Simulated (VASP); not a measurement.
# NaCl (Fm-3m) in VASP: a series of runs

Runs on NaCl. Level: r2SCAN. Tasks: equation of state.

Program: VASP 6.6.1. These are calculated values, not measurements. Logs are shortened: lines on timing, memory, paths and dates and some standing lists are left out, and cuts for length are marked.

### Step 1. The cell of the first run

The structure is cubic, space group Fm-3m (No. 225). Conventional cell: a = 5.588 Å, b = 5.588 Å, c = 5.588 Å, α = 90.00°, β = 90.00°, γ = 90.00°. Within 3.7 Å of Cl (site symmetry m-3m) lie 6 Na at 2.79 Å. Na (site symmetry m-3m) has 6 Cl at 2.79 Å within 3.7 Å.

### Step 2. Equation of state, r2SCAN

File POSCAR.step1:

```
NaCl
1.0
    0.0000000000      2.7174746653      2.7174746653
    2.7174746653      0.0000000000      2.7174746653
    2.7174746653      2.7174746653      0.0000000000
Cl Na
1 1
Direct
    0.5000000000      0.5000000000      0.5000000000
    0.0000000000      0.0000000000      0.0000000000
```

File POSCAR.step2:

```
NaCl
1.0
    0.0000000000      2.7563009776      2.7563009776
    2.7563009776      0.0000000000      2.7563009776
    2.7563009776      2.7563009776      0.0000000000
Cl Na
1 1
Direct
    0.5000000000      0.5000000000      0.5000000000
    0.0000000000      0.0000000000      0.0000000000
```

File POSCAR.step3:

```
NaCl
1.0
    0.0000000000      2.7940632177      2.7940632177
    2.7940632177      0.0000000000      2.7940632177
    2.7940632177      2.7940632177      0.0000000000
Cl Na
1 1
Direct
    0.5000000000      0.5000000000      0.5000000000
    0.0000000000      0.0000000000      0.0000000000
```

File POSCAR.step4:

```
NaCl
1.0
    0.0000000000      2.8308314239      2.8308314239
    2.8308314239      0.0000000000      2.8308314239
    2.8308314239      2.8308314239      0.0000000000
Cl Na
1 1
Direct
    0.5000000000      0.5000000000      0.5000000000
    0.0000000000      0.0000000000      0.0000000000
```

File POSCAR.step5:

```
NaCl
1.0
    0.0000000000      2.8666685375      2.8666685375
    2.8666685375      0.0000000000      2.8666685375
    2.8666685375      2.8666685375      0.0000000000
Cl Na
1 1
Direct
    0.5000000000      0.5000000000      0.5000000000
    0.0000000000      0.0000000000      0.0000000000
```

File INCAR:

```
METAGGA = R2SCAN
ISMEAR = 0
SIGMA = 0.03
LWAVE = False
LCHARG = False
ISIF = 2
NSW = 0
PREC = Accurate
LASPH = True
LREAL = False
ALGO = Normal
EDIFF = 1E-7
NELM = 120
GGA_COMPAT = False
ENCUT = 340
EFERMI = MIDGAP
LMIXTAU = True
```

File KPOINTS:

```
Automatic mesh
0
Gamma
  7 7 7
  0 0 0
```

Potentials or basis: VASP PAW PBE potentials, release 64 (Cl, Na_pv).

Launch:

```console
> cat potpaw_PBE.64/Cl/POTCAR potpaw_PBE.64/Na_pv/POTCAR > POTCAR
> cp POSCAR.step1 POSCAR
> mpirun -np 1 vasp_std > vasp.out
> cp POSCAR.step2 POSCAR
> mpirun -np 1 vasp_std > vasp.out
> cp POSCAR.step3 POSCAR
> mpirun -np 1 vasp_std > vasp.out
> cp POSCAR.step4 POSCAR
> mpirun -np 1 vasp_std > vasp.out
> cp POSCAR.step5 POSCAR
> mpirun -np 1 vasp_std > vasp.out
```

OUTCAR:

```text
METAGGA = R2SCAN
   ISMEAR = 0
   ISIF = 2
   NSW = 0
   PREC = Accurate
   LASPH = True
   LREAL = False
   EDIFF = 1E-7
   NELM = 120
   ENCUT = 340
   EFERMI = MIDGAP

 Found     20 irreducible k-points:

 Following reciprocal coordinates:
            Coordinates               Weight
  0.000000  0.000000  0.000000      1.000000
  0.142857  0.000000  0.000000      8.000000
  0.285714  0.000000  0.000000      8.000000
  0.428571  0.000000  0.000000      8.000000
  0.142857  0.142857  0.000000      6.000000
  0.285714  0.142857  0.000000     24.000000
   k-points           NKPTS =     20   k-points in BZ     NKDIM =     20   number of bands    NBANDS=     11
   number of dos      NEDOS =    301   number of ions     NIONS =      2
   total plane-waves  NPLWV =  13824
   dimension x,y,z NGX =    24 NGY =   24 NGZ =   24
   dimension x,y,z NGXF=    48 NGYF=   48 NGZF=   48
   ions per type =               1   1
   NGX,Y,Z   is equivalent  to a cutoff of   9.84,  9.84,  9.84 a.u.
   NGXF,Y,Z  is equivalent  to a cutoff of  19.68, 19.68, 19.68 a.u.
 SYSTEM =  unknown system
   PREC   = accura    normal or accurate (medium, high low for compatibility)
   ISTART =      0    job   : 0-new  1-cont  2-samecut
   ICHARG =      2    charge: 1-file 2-atom 10-const
   ISPIN  =      1    spin polarized calculation?
   LNONCOLLINEAR =      F non collinear calculations
   LSORBIT =      F    spin-orbit coupling
   LASPH  =      T    aspherical Exc in radial PAW
   ENCUT  =  340.0 eV  24.99 Ry    5.00 a.u.   6.10  6.10  6.10*2*pi/ulx,y,z
   NELM   =    120;   NELMIN=  2; NELMDL=  0     # of ELM steps
   EDIFF  = 0.1E-06   stopping-criterion for ELM
   LREAL  =      F    real-space projection
   EDIFFG = 0.1E-05   stopping-criterion for IOM
   NSW    =      0    number of steps for IOM
   IBRION =     -1    ionic relax: 0-MD 1-quasi-New 2-CG
   NFREE  =      0    steps in history (QN), initial steepest desc. (CG)
   ISIF   =      2    stress and relaxation
   ISYM   =      2    0-nonsym 1-usesym 2-fastsym
   POTIM  = 0.5000    time-step for ionic-motion
   TEBEG  =    0.0;   TEEND  =   0.0 temperature during run

   SCALEE = 1.0000    scale energy and forces
   PSTRESS=    0.0 pullay stress
   NELECT =      14.0000    total number of electrons
   NUPDOWN=      -1.0000    fix difference up-down
   EMIN   =  10.00;   EMAX   =-10.00  energy-range for DOS
   EFERMI =   0.00;   METHOD = MIDGAP
   ISMEAR =     0;   SIGMA  =   0.03  broadening in eV -4-tet -1-fermi 0-gaus
   EFERMI_NEDOS =   21; number of points for ismear=-14 and -15
   IALGO  =     38    algorithm
   IMIX   =      4    mixing-type and parameters
     AMIX     =   0.40;   BMIX     =  1.00
     AMIX_MAG =   1.60;   BMIX_MAG =  1.00
  volume/ion in A,a.u.               =      23.56       158.98
  Fermi-wavevector in a.u.,A,eV,Ry     =   1.092438  2.064408 16.237468  1.193420
  Thomas-Fermi vector in A             =   2.228703
   LORBIT       =      0    0 simple, 1 ext, 2 COOP (PROOUT), +10 PAW based schemes
   METAGGA = R2SCAN    functional components
   LHFCALC =     F    Hartree Fock is set to
   AEXX    =    0.0000 exact exchange contribution
   IVDW    =     0    specifies the selected vdW correction
   LEPSILON=     F    determine dielectric tensor
   LRPA    =     F    only Hartree local field effects (RPA)

   CSHIFT  =0.1000    complex shift for real part using Kramers Kronig

   OMEGAMAX=  -1.0    maximum frequency
 non-spin polarized calculation
 Gauss-broadening in eV      SIGMA  =   0.03
  energy-cutoff  :      340.00
  volume of cell :       47.12
 maximum number of plane-waves:       681
   NGX = 13   NGY = 13   NGZ = 13

 number of electron      14.0000014 magnetization

 Free energy of the ion-electron system (eV)
  ---------------------------------------------------
  ext. energy  EPLUGINS =         0.00000000
  ---------------------------------------------------
  free energy    TOTEN  =       -13.76935647 eV

  energy without entropy =      -13.76935647  energy(sigma->0) =      -13.76935647

 E-fermi :   1.4256     XC(G=0):  -8.4171

 val. band max:       -1.4351627637   @ k =   0.0000   0.0000   0.0000
 cond. band min:       4.2863481434   @ k =   0.0000   0.0000   0.0000
 fundamental gap:      5.7215109071
 Fermi energy:         1.4255926898

 k-point     1 :       0.0000    0.0000    0.0000
  band No.  band energies     occupation
      1     -23.0421      2.00000
      2     -23.0421      2.00000
      3     -23.0421      2.00000
      4     -14.5522      2.00000
      5      -1.4352      2.00000
      6      -1.4352      2.00000
      7      -1.4352      2.00000
      8       4.2863      0.00000
      9      10.2756      0.00000
     10      10.2756      0.00000
     11      10.2756      0.00000

 k-point     2 :       0.1429    0.0000    0.0000
  band No.  band energies     occupation
      1     -23.0464      2.00000
      2     -23.0424      2.00000
      3     -23.0424      2.00000
      4     -14.4991      2.00000
      5      -1.8527      2.00000
      6      -1.4846      2.00000
      7      -1.4846      2.00000
      8       4.8822      0.00000
      9       9.6102      0.00000
     10      10.5158      0.00000
     11      10.5158      0.00000

 k-point     3 :       0.2857    0.0000    0.0000
  band No.  band energies     occupation
      1     -23.0559      2.00000
      2     -23.0431      2.00000
      3     -23.0431      2.00000
      4     -14.3761      2.00000
      5      -2.6217      2.00000
      6      -1.5919      2.00000
      7      -1.5919      2.00000
      8       5.9469      0.00000
      9       9.1246      0.00000
     10      10.5370      0.00000
     11      10.5370      0.00000

 k-point     4 :       0.4286    0.0000    0.0000
  band No.  band energies     occupation
      1     -23.0635      2.00000
      2     -23.0436      2.00000
      3     -23.0436      2.00000
      4     -14.2736      2.00000
      5      -3.1411      2.00000
      6      -1.6744      2.00000
      7      -1.6744      2.00000
      8       6.3851      0.00000
      9       9.6164      0.00000
     10      10.2573      0.00000
     11      10.2573      0.00000

 k-point     5 :       0.1429    0.1429    0.0000
  band No.  band energies     occupation
      1     -23.0461      2.00000
      2     -23.0433      2.00000
      3     -23.0433      2.00000
      4     -14.4831      2.00000
      5      -1.8728      2.00000
      6      -1.5511      2.00000
      7      -1.5511      2.00000
      8       5.0802      0.00000
      9       9.2572      0.00000
     10      10.7521      0.00000
     11      10.7521      0.00000

 k-point     6 :       0.2857    0.1429    0.0000
  band No.  band energies     occupation
      1     -23.0527      2.00000
      2     -23.0443      2.00000
      3     -23.0439      2.00000
      4     -14.3871      2.00000
      5      -2.4260      2.00000
      6      -1.6697      2.00000
      7      -1.6663      2.00000
      8       6.0459      0.00000
      9       8.6916      0.00000
     10      10.2449      0.00000
     11      11.0396      0.00000

 [... further k-points ...]

------------------------ aborting loop because EDIFF is reached ----------------------------------------

  FORCE on cell =-STRESS in cart. coord.  units (eV):
  Direction    XX          YY          ZZ          XY          YZ          ZX
  --------------------------------------------------------------------------------------
  -------------------------------------------------------------------------------------
  Total       -0.5065512     -0.5065512     -0.5065512      0.0000000     -0.0000000      0.0000000
  in kB      -17.2254876    -17.2254876    -17.2254876      0.0000000     -0.0000000      0.0000000
  external PRESSURE =     -17.2254876 kB  Pullay stress =       0.0000000 kB

 VOLUME and BASIS-vectors are now :
 -----------------------------------------------------------------------------
  energy-cutoff  :      340.00
  volume of cell :       47.12
      direct lattice vectors                 reciprocal lattice vectors
     0.000000000  2.866668537  2.866668537    -0.174418491  0.174418491  0.174418491
     2.866668537  0.000000000  2.866668537     0.174418491 -0.174418491  0.174418491
     2.866668537  2.866668537  0.000000000     0.174418491  0.174418491 -0.174418491

 POSITION                                       TOTAL-FORCE (eV/Angst)
 -----------------------------------------------------------------------------------
      2.86667      2.86667      2.86667         0.000000      0.000000      0.000000
      0.00000      0.00000      0.00000        -0.000000     -0.000000     -0.000000
 -----------------------------------------------------------------------------------
    total drift:                                0.000000     -0.000000     -0.000000

  FREE ENERGIE OF THE ION-ELECTRON SYSTEM (eV)
  ---------------------------------------------------
  free  energy   TOTEN  =       -13.7693564739 eV

  energy  without entropy=      -13.7693564739  energy(sigma->0) =      -13.76935647
```

Run time: 58 s. Hardware: 1 thread of Intel Xeon 6975P-C (Granite Rapids), shared host; peak memory 0.13 GiB.

What came out:

| Item | Value |
| --- | --- |
| Equilibrium volume | 21.76 Å³/atom (rough: see the caveat) |
| Bulk modulus | 28 GPa (rough) |

Energy against volume, from the lowest point:
| volume (Å³/atom) | energy (meV/atom) |
| --- | --- |
| 20.068 | 14.68 |
| 20.940 | 3.15 |
| 21.813 | 0.00 |
| 22.685 | 3.14 |
| 23.558 | 10.33 |

Caveat: the fit is doubtful: noisy points or a state that changes with volume; the PAW data sets were made with another functional, which shifts forces and pressure a little.

### Step 3. Equation of state, r2SCAN

File POSCAR.step1:

```
NaCl
1.0
    0.0000000000      2.7075928520      2.7075928520
    2.7075928520      0.0000000000      2.7075928520
    2.7075928520      2.7075928520      0.0000000000
Cl Na
1 1
Direct
    0.5000000000      0.5000000000      0.5000000000
    0.0000000000      0.0000000000      0.0000000000
```

File POSCAR.step2:

```
NaCl
1.0
    0.0000000000      2.7370255149      2.7370255149
    2.7370255149      0.0000000000      2.7370255149
    2.7370255149      2.7370255149      0.0000000000
Cl Na
1 1
Direct
    0.5000000000      0.5000000000      0.5000000000
    0.0000000000      0.0000000000      0.0000000000
```

File POSCAR.step3:

```
NaCl
1.0
    0.0000000000      2.7658384272      2.7658384272
    2.7658384272      0.0000000000      2.7658384272
    2.7658384272      2.7658384272      0.0000000000
Cl Na
1 1
Direct
    0.5000000000      0.5000000000      0.5000000000
    0.0000000000      0.0000000000      0.0000000000
```

File POSCAR.step4:

```
NaCl
1.0
    0.0000000000      2.7940632177      2.7940632177
    2.7940632177      0.0000000000      2.7940632177
    2.7940632177      2.7940632177      0.0000000000
Cl Na
1 1
Direct
    0.5000000000      0.5000000000      0.5000000000
    0.0000000000      0.0000000000      0.0000000000
```

File POSCAR.step5:

```
NaCl
1.0
    0.0000000000      2.8217290092      2.8217290092
    2.8217290092      0.0000000000      2.8217290092
    2.8217290092      2.8217290092      0.0000000000
Cl Na
1 1
Direct
    0.5000000000      0.5000000000      0.5000000000
    0.0000000000      0.0000000000      0.0000000000
```

File POSCAR.step6:

```
NaCl
1.0
    0.0000000000      2.8488626834      2.8488626834
    2.8488626834      0.0000000000      2.8488626834
    2.8488626834      2.8488626834      0.0000000000
Cl Na
1 1
Direct
    0.5000000000      0.5000000000      0.5000000000
    0.0000000000      0.0000000000      0.0000000000
```

File POSCAR.step7:

```
NaCl
1.0
    0.0000000000      2.8754891116      2.8754891116
    2.8754891116      0.0000000000      2.8754891116
    2.8754891116      2.8754891116      0.0000000000
Cl Na
1 1
Direct
    0.5000000000      0.5000000000      0.5000000000
    0.0000000000      0.0000000000      0.0000000000
```

Changes to INCAR since step 2:

```diff
@@ -14,3 +14,3 @@
 GGA_COMPAT = False
-ENCUT = 340
+ENCUT = 690
 EFERMI = MIDGAP
```

File KPOINTS:

```
Automatic mesh
0
Gamma
  11 11 11
  0 0 0
```

Potentials or basis: VASP PAW PBE potentials, release 64 (Cl, Na_pv).

Launch:

```console
> cat potpaw_PBE.64/Cl/POTCAR potpaw_PBE.64/Na_pv/POTCAR > POTCAR
> cp POSCAR.step1 POSCAR
> mpirun -np 1 vasp_std > vasp.out
> cp POSCAR.step2 POSCAR
> mpirun -np 1 vasp_std > vasp.out
> cp POSCAR.step3 POSCAR
> mpirun -np 1 vasp_std > vasp.out
> cp POSCAR.step4 POSCAR
> mpirun -np 1 vasp_std > vasp.out
> cp POSCAR.step5 POSCAR
> mpirun -np 1 vasp_std > vasp.out
> cp POSCAR.step6 POSCAR
> mpirun -np 1 vasp_std > vasp.out
> cp POSCAR.step7 POSCAR
> mpirun -np 1 vasp_std > vasp.out
```

It took 10 min on 1 thread of Intel Xeon 6975P-C (Granite Rapids), shared host; peak memory 0.23 GiB.

The run converged. Its results:

| Quantity | Value |
| --- | --- |
| Equilibrium volume | 21.88 Å³/atom |
| Bulk modulus | 28 GPa |
| Pressure derivative of the bulk modulus | 3.9 |

Energy against volume, from the lowest point:
```
volume (Å³/atom)  energy (meV/atom)
          19.850              19.18
          20.504               8.31
          21.158               2.17
          21.813               0.00
          22.467               1.18
          23.121               5.52
          23.776              12.30
```

Caveat: the PAW data sets were made with another functional, which shifts forces and pressure a little.
